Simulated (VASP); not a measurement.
# Pt (Im-3m) in VASP: notebook

The runs below take Pt through single point, with PBEsol-based global hybrid with 25 % exact exchange, PBEsol-based screened hybrid with 25 % exact exchange.

All numbers are computed with VASP 6.6.1; they aren't measurements. Logs are shortened: lines on timing, memory, paths and dates and some standing lists are left out, and cuts for length are marked.

### Step 1. The cell of the first run

It takes space group Im-3m (No. 229, cubic). Conventional cell: a = 3.103 Å, b = 3.103 Å, c = 3.103 Å, α = 90.00°, β = 90.00°, γ = 90.00°. Pt (site symmetry m-3m) has 14 Pt at 2.69 to 3.10 Å within 3.5 Å.

This isn't the form of Pt at room conditions, which is fcc.

### Step 2. Single point, PBEsol-based global hybrid with 25 % exact exchange

POSCAR reads:

```
Pt
1.0
   -1.5515125882      1.5515125882      1.5515125882
    1.5515125882     -1.5515125882      1.5515125882
    1.5515125882      1.5515125882     -1.5515125882
Pt
1
Direct
    0.0000000000      0.0000000000      0.0000000000
```

INCAR.step1 reads:

```
SYSTEM = Pt
  PREC = Accurate
  ENCUT = 520
  EDIFF = 1E-5
  ISMEAR = -1
  SIGMA = 0.05
  LREAL = .False.
  LASPH = .True.
  NELM = 100
  ALGO = Normal
  ISIF = 2
  LWAVE = .True.
  LCHARG = .False.
  GGA = PE
  NBANDS = 11
```

INCAR.step2 reads:

```
SYSTEM = Pt
  PREC = Accurate
  ENCUT = 520
  EDIFF = 1E-6
  ISMEAR = -1
  SIGMA = 0.05
  LREAL = .False.
  LASPH = .True.
  NELM = 100
  ALGO = Normal
  ISIF = 2
  LWAVE = .False.
  LCHARG = .False.
  GGA = PS
  LHFCALC = .True.
  AEXX = 0.25
  PRECFOCK = Normal
  ISTART = 1
  NBANDS = 11
```

KPOINTS reads:

```
Automatic mesh
0
Gamma
  6 6 6
  0 0 0
```

Potentials or basis: VASP PAW PBE potentials, release 64 (Pt).

Started as:

```bash
$ cat potpaw_PBE.64/Pt/POTCAR > POTCAR
$ cp INCAR.step1 INCAR
$ mpirun -np 1 vasp_std > vasp.out
$ cp INCAR.step2 INCAR
$ mpirun -np 1 vasp_std > vasp.out
```

OUTCAR:

```text
SYSTEM = Pt
   PREC = Accurate
   ENCUT = 520
   EDIFF = 1E-6
   ISMEAR = -1
   LREAL = .False.
   LASPH = .True.
   NELM = 100
   ISIF = 2
   GGA = PS
   LHFCALC = .True.
   AEXX = 0.25
   PRECFOCK = Normal
   ISTART = 1

 ion  position               nearest neighbor table
   1  0.000  0.000  0.000-

  LATTYP: Found a body centered cubic cell.
 ALAT       =     3.1030251764

  Lattice vectors:

 A1 = (  -1.5515125882,   1.5515125882,   1.5515125882)
 A2 = (   1.5515125882,  -1.5515125882,   1.5515125882)
 A3 = (   1.5515125882,   1.5515125882,  -1.5515125882)

Analysis of symmetry for initial positions (statically):
=====================================================================
 Subroutine PRICEL returns:
 Original cell was already a primitive cell.

 Routine SETGRP: Setting up the symmetry group for a
 body centered cubic supercell.

 Subroutine GETGRP returns: Found 48 space group operations
 (whereof 48 operations were pure point group operations)
 out of a pool of 48 trial point group operations.

The static configuration has the point symmetry O_h .

Analysis of symmetry for dynamics (positions and initial velocities):
=====================================================================
 Subroutine PRICEL returns:
 Original cell was already a primitive cell.

 Routine SETGRP: Setting up the symmetry group for a
 body centered cubic supercell.

 Subroutine GETGRP returns: Found 48 space group operations
 (whereof 48 operations were pure point group operations)
 out of a pool of 48 trial point group operations.

The dynamic configuration has the point symmetry O_h .

 Subroutine INISYM returns: Found 48 space group operations
 (whereof 48 operations are pure point group operations),
 and found     1 'primitive' translations

----------------------------------------------------------------------------------------

                                     Primitive cell

  volume of cell :      14.9392

  direct lattice vectors                    reciprocal lattice vectors
    -1.551512588  1.551512588  1.551512588     0.000000000  0.322266157  0.322266157
     1.551512588 -1.551512588  1.551512588     0.322266157  0.000000000  0.322266157
     1.551512588  1.551512588 -1.551512588     0.322266157  0.322266157  0.000000000

  length of vectors
     2.687298631  2.687298631  2.687298631     0.455753171  0.455753171  0.455753171

  position of ions in fractional coordinates (direct lattice)
     0.000000000  0.000000000  0.000000000

  ion indices of the primitive-cell ions
   primitive index   ion index
                 1           1

----------------------------------------------------------------------------------------

 KPOINTS: Automatic mesh

Automatic generation of k-mesh.
 Grid dimensions read from file:
 generate k-points for:    6    6    6

 Generating k-lattice:

  Cartesian coordinates                     Fractional coordinates (reciprocal lattice)
     0.000000000  0.053711026  0.053711026     0.166666667  0.000000000  0.000000000
     0.053711026  0.000000000  0.053711026     0.000000000  0.166666667  0.000000000
     0.053711026  0.053711026  0.000000000     0.000000000  0.000000000  0.166666667

  Length of vectors
     0.075958862  0.075958862  0.075958862

  Shift w.r.t. Gamma in fractional coordinates (k-lattice)
     0.000000000  0.000000000  0.000000000

 Subroutine IBZKPT returns following result:
 ===========================================

 Found     16 irreducible k-points:

 Following reciprocal coordinates:
            Coordinates               Weight
  0.000000  0.000000  0.000000      1.000000
  0.166667  0.000000  0.000000     12.000000
  0.333333  0.000000  0.000000     12.000000
  0.500000  0.000000  0.000000      6.000000
  0.166667  0.166667  0.000000     24.000000
  0.333333  0.166667  0.000000     48.000000
[... 8 lines left out ...]
  0.500000  0.500000  0.333333     12.000000
  0.500000  0.500000  0.500000      1.000000
   k-points           NKPTS =     16   k-points in BZ     NKDIM =    216   number of bands    NBANDS=     11
   number of dos      NEDOS =    301   number of ions     NIONS =      1
   total plane-waves  NPLWV =   8000
   dimension x,y,z NGX =    20 NGY =   20 NGZ =   20
   dimension x,y,z NGXF=    40 NGYF=   40 NGZF=   40
   ions per type =               1
   NGX,Y,Z   is equivalent  to a cutoff of  12.37, 12.37, 12.37 a.u.
   NGXF,Y,Z  is equivalent  to a cutoff of  24.75, 24.75, 24.75 a.u.
 SYSTEM =  Pt
   PREC   = accura    normal or accurate (medium, high low for compatibility)
   ISTART =      1    job   : 0-new  1-cont  2-samecut
   ICHARG =      0    charge: 1-file 2-atom 10-const
   ISPIN  =      1    spin polarized calculation?
   LNONCOLLINEAR =      F non collinear calculations
   LSORBIT =      F    spin-orbit coupling
   LASPH  =      T    aspherical Exc in radial PAW
   ENCUT  =  520.0 eV  38.22 Ry    6.18 a.u.   5.00  5.00  5.00*2*pi/ulx,y,z
   NELM   =    100;   NELMIN=  2; NELMDL=  0     # of ELM steps
   EDIFF  = 0.1E-05   stopping-criterion for ELM
   LREAL  =      F    real-space projection
   EDIFFG = 0.1E-04   stopping-criterion for IOM
   NSW    =      0    number of steps for IOM
   IBRION =     -1    ionic relax: 0-MD 1-quasi-New 2-CG
   NFREE  =      0    steps in history (QN), initial steepest desc. (CG)
   ISIF   =      2    stress and relaxation
   ISYM   =      3    0-nonsym 1-usesym 2-fastsym
   POTIM  = 0.5000    time-step for ionic-motion
   TEBEG  =    0.0;   TEEND  =   0.0 temperature during run
   PSTRESS=    0.0 pullay stress
   NELECT =      10.0000    total number of electrons
   NUPDOWN=      -1.0000    fix difference up-down
   EMIN   =  10.00;   EMAX   =-10.00  energy-range for DOS
   EFERMI =   0.00;   METHOD = LEGACY
   ISMEAR =    -1;   SIGMA  =   0.05  broadening in eV -4-tet -1-fermi 0-gaus
   EFERMI_NEDOS =   21; number of points for ismear=-14 and -15
   IALGO  =     38    algorithm
   IMIX   =      1    mixing-type and parameters
     AMIX     =   0.40;   BMIX     =  1.00
     AMIX_MAG =   1.60;   BMIX_MAG =  1.00
  volume/ion in A,a.u.               =      14.94       100.81
  Fermi-wavevector in a.u.,A,eV,Ry     =   1.432076  2.706232 27.903412  2.050843
  Thomas-Fermi vector in A             =   2.551743
   LORBIT       =      0    0 simple, 1 ext, 2 COOP (PROOUT), +10 PAW based schemes
   GGA     = PS    functional components
   LHFCALC =     T    Hartree Fock is set to
   PRECFOCK=normal    Normal, Fast or Accurate (Low or Medium for compatibility)
   ENCUT4O =  -1.0   cutoff for four orbital integrals eV
   NKREDX  =     1    reduce k-point grid by
   NKREDY  =     1    reduce k-point grid by
   NKREDZ  =     1    reduce k-point grid by
   AEXX    =    0.2500 exact exchange contribution
   HFSCREEN=    0.0000 screening length (either q_TF or 0.3 A-1)
   HFSCREENC=   0.0000 screening length for correlation (either q_TF or 0.3 A-1)
   ENCUTFOCK=  -1.0 apply spherical cutoff to Coloumb kernel
   IVDW    =     0    specifies the selected vdW correction
   LEPSILON=     F    determine dielectric tensor
   LRPA    =     F    only Hartree local field effects (RPA)
 non-spin polarized calculation
  energy-cutoff  :      520.00
  volume of cell :       14.94
 maximum number of plane-waves:       418
  NGX = 16; NGY = 16; NGZ = 16

 number of electron      10.0000000 magnetization

 Free energy of the ion-electron system (eV)
  ---------------------------------------------------
  ext. energy  EPLUGINS =         0.00000000
  ---------------------------------------------------
  free energy    TOTEN  =        -8.01920267 eV

  energy without entropy =       -8.01601495  energy(sigma->0) =       -8.01760881

 E-fermi :  10.5203     XC(G=0): -10.6848

 val. band max:        9.6475114912   @ k =   0.3333   0.0000   0.0000
 cond. band min:      10.6401945068   @ k =  -0.3333   0.5000   0.1667
 fundamental gap:      0.9926830156
 Fermi energy:        10.5202962483

 k-point     1 :       0.0000    0.0000    0.0000
  band No.  band energies     occupation
      1      -0.8119      2.00000
      2       5.7147      2.00000
      3       5.7147      2.00000
      4       5.7147      2.00000
      5       8.4063      2.00000
      6       8.4063      2.00000
      7      29.4160      0.00000
      8      29.4160      0.00000
      9      29.4160      0.00000
     10      40.3885      0.00000
     11      40.3885      0.00000

 k-point     2 :       0.1667    0.0000    0.0000
  band No.  band energies     occupation
      1       0.4401      2.00000
      2       5.2455      2.00000
      3       5.7000      2.00000
      4       6.8099      2.00000
      5       7.9897      2.00000
      6       8.4885      2.00000
      7      29.5330      0.00000
      8      29.6667      0.00000
      9      31.2145      0.00000
     10      35.8424      0.00000
     11      36.1242      0.00000

 k-point     3 :       0.3333    0.0000    0.0000
  band No.  band energies     occupation
      1       2.1975      2.00000
      2       4.4117      2.00000
      3       6.9671      2.00000
      4       8.2579      2.00000
      5       8.7663      2.00000
      6       9.6475      2.00000
      7      23.9084      0.00000
      8      26.9630      0.00000
      9      32.1233      0.00000
     10      35.5496      0.00000
     11      36.9193      0.00000
[... 155 lines left out ...]
 k-point    15 :       0.5000    0.5000    0.3333
  band No.  band energies     occupation
      1       3.0641      2.00000
      2       3.3315      2.00000
      3       8.3764      2.00000
      4       8.8593      2.00000
      5      11.8134      0.00000
      6      18.5288      0.00000
      7      18.8883      0.00000
      8      22.6254      0.00000
      9      29.6830      0.00000
     10      32.3479      0.00000
     11      33.2138      0.00000

 k-point    16 :       0.5000    0.5000    0.5000
  band No.  band energies     occupation
      1       2.4764      2.00000
      2       2.4764      2.00000
      3      11.6278      0.00000
      4      11.6278      0.00000
      5      11.6278      0.00000
      6      19.7072      0.00000
      7      19.7072      0.00000
      8      19.7072      0.00000
      9      26.3505      0.00000
     10      32.2874      0.00000
     11      32.2874      0.00000

------------------------ aborting loop because EDIFF is reached ----------------------------------------

  FORCE on cell =-STRESS in cart. coord.  units (eV):
  Direction    XX          YY          ZZ          XY          YZ          ZX
  --------------------------------------------------------------------------------------
  -------------------------------------------------------------------------------------
  Total        0.0156254      0.0156254      0.0156254     -0.0000000     -0.0000000      0.0000000
  in kB        1.6757722      1.6757722      1.6757722     -0.0000000     -0.0000000      0.0000000
  external PRESSURE =       1.6757722 kB  Pullay stress =       0.0000000 kB

 VOLUME and BASIS-vectors are now :
 -----------------------------------------------------------------------------
  energy-cutoff  :      520.00
  volume of cell :       14.94
      direct lattice vectors                 reciprocal lattice vectors
    -1.551512588  1.551512588  1.551512588     0.000000000  0.322266157  0.322266157
     1.551512588 -1.551512588  1.551512588     0.322266157  0.000000000  0.322266157
     1.551512588  1.551512588 -1.551512588     0.322266157  0.322266157  0.000000000

 POSITION                                       TOTAL-FORCE (eV/Angst)
 -----------------------------------------------------------------------------------
      0.00000      0.00000      0.00000         0.000000     -0.000000      0.000000
 -----------------------------------------------------------------------------------
    total drift:                               -0.000000      0.000000      0.000000

  FREE ENERGIE OF THE ION-ELECTRON SYSTEM (eV)
  ---------------------------------------------------
  free  energy   TOTEN  =        -8.0192026670 eV

  energy  without entropy=       -8.0160149451  energy(sigma->0) =       -8.01760881
```

It took 8.3 min on 1 thread of Intel Xeon Platinum 8488C (Sapphire Rapids), shared host; peak memory 0.14 GiB.

Results:

* Free energy: -8.0192 eV
* Pressure: 0.2 GPa
* Band gap on the k mesh: zero (bands 5 and 6 overlap by 3.73 eV)

Caveat: the k points lie up to 0.48 Å⁻¹ apart, too coarse for converged energies and pressures of a metal; the PAW data sets were made with another functional, which shifts forces and pressure a little; spin-orbit coupling is left out, which moves the levels of the heavy elements.

### Step 3. Single point, PBEsol-based screened hybrid with 25 % exact exchange

This run uses another cell than the first one, of 14.97 Å³/atom.

POSCAR reads:

```
Pt
1.0
   -1.5526331345      1.5526331345      1.5526331345
    1.5526331345     -1.5526331345      1.5526331345
    1.5526331345      1.5526331345     -1.5526331345
Pt
1
Direct
    0.0000000000      0.0000000000      0.0000000000
```

INCAR.step1 reads:

```
PREC = Accurate
ENCUT = 520
EDIFF = 1E-5
ISMEAR = -1
SIGMA = 0.05
LREAL = F
LASPH = T
NELM = 80
ALGO = Normal
ISIF = 2
LWAVE = T
NBANDS = 11
GGA = PE
```

INCAR.step2 reads:

```
PREC = Accurate
ENCUT = 520
EDIFF = 1E-6
ISMEAR = -1
SIGMA = 0.05
LREAL = F
LASPH = T
NELM = 80
ALGO = Normal
ISIF = 2
LWAVE = F
LCHARG = T
GGA = PS
LHFCALC = T
AEXX = 0.25
HFSCREEN = 0.207
PRECFOCK = Normal
LELF = T
LVHAR = T
NBANDS = 11
ISTART = 1
```

KPOINTS reads:

```
Automatic mesh
0
Gamma
  6 6 6
```

Potentials or basis: VASP PAW PBE potentials, release 64 (Pt).

Started as:

```bash
$ cat potpaw_PBE.64/Pt/POTCAR > POTCAR
$ cp INCAR.step1 INCAR
$ mpirun -np 1 vasp_std > vasp.out
$ cp INCAR.step2 INCAR
$ mpirun -np 1 vasp_std > vasp.out
```

Wall time 7.1 min (1 thread of Intel Xeon Platinum 8488C (Sapphire Rapids), shared host); peak memory 0.23 GiB.

Results (log left out):

| Property | Result |
| --- | --- |
| Free energy | -7.4461 eV |
| Pressure | 0.4 GPa |
| Band gap on the k mesh | zero (bands 5 and 6 overlap by 2.98 eV) |

Levels at points of the mesh, in eV from the Fermi level:
```
           k point  band 3  band 4  band 5  band 6  band 7  band 8
(0.00, 0.00, 0.00)   -4.15   -4.15   -1.47   -1.47   18.74   18.74
(0.50, 0.00, 0.00)   -1.55   -0.96    0.57    1.66    8.25   14.76
(0.50, 0.50, 0.50)    1.03    1.03    1.03    9.04    9.04    9.04
```

Caveat: the k points lie up to 0.48 Å⁻¹ apart, too coarse for converged energies and pressures of a metal; the PAW data sets were made with another functional, which shifts forces and pressure a little; spin-orbit coupling is left out, which moves the levels of the heavy elements.

The gap in the log of VASP goes by the Fermi energy; the results here count the filled bands.